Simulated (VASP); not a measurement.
Write the native input for VASP 6.6.1 that does the following.

```
Task                   : single point
Functional             : PBEsol
Potentials or basis    : VASP PAW PBE potentials, release 64 (Ti_sv)
Cutoff                 : 400 eV
k mesh                 : 12 × 12 × 1
Occupations            : gaussian, width 0.1 eV
Spin                   : no spin polarisation
Dipole correction      : yes
Further INCAR settings : ALGO = Normal; EDIFF = 1e-06; NBANDS = 32; NELMDL = -8
```

The structure of Ti lies in POSCAR:

```
Ti
1.0
    2.9004352004      0.0000000000      0.0000000000
   -1.4502176002      2.5118505656      0.0000000000
    0.0000000000      0.0000000000     21.8864856704
Ti
4
Direct
    0.6666666667      0.3333333333      0.3426772170
    0.3333333333      0.6666666667      0.4475590723
    0.6666666667      0.3333333333      0.5524409277
    0.3333333333      0.6666666667      0.6573227830
```

These files were run (other wordings do the same):

INCAR

```
ALGO     = Normal         # electronic algorithm
DIPOL    = 0.5 0.5 0.500
EDIFF    = 1E-6           # SCF threshold, eV
ENCUT    = 400            # plane-wave cutoff, eV
GGA      = PS             # functional
GGA_COMPAT= F            
IDIPOL   = 3            
ISIF     = 2              # what is computed and relaxed
ISMEAR   = 0              # smearing method
LASPH    = T              # aspherical terms in the spheres
LCHARG   = T              # write CHGCAR
LDIPOL   = T            
LELF     = T              # ELF
LREAL    = F              # projectors in reciprocal space
LVACPOTAV= T            
LVHAR    = T            
LWAVE    = F              # write WAVECAR
NBANDS   = 32             # bands
NELM     = 120            # most SCF steps
NELMDL   = -8           
PREC     = Accurate       # precision mode
SIGMA    = 0.1            # smearing width, eV
```

KPOINTS

```
k-points
0
Gamma
  12 12 1
```

Potentials or basis: VASP PAW PBE potentials, release 64 (Ti_sv).

The run is started by

```sh
$ cat potpaw_PBE.64/Ti_sv/POTCAR > POTCAR
$ mpirun -np 1 vasp_std > vasp.out
```

It gave:

```json
{
 "Largest force": "0.730 eV/Å",
 "Band gap on the k mesh": "zero (band 24 reaches 1.77 eV, above the bottom of band 25 at 0.79 eV)"
}
```

Caveat: the PAW data sets were made with another functional, which shifts forces and pressure a little.

Run time: 84 s on 1 thread of Intel(R) Xeon(R) 6975P-C (Granite Rapids), with other jobs on the host, peak memory 0.24 GiB.
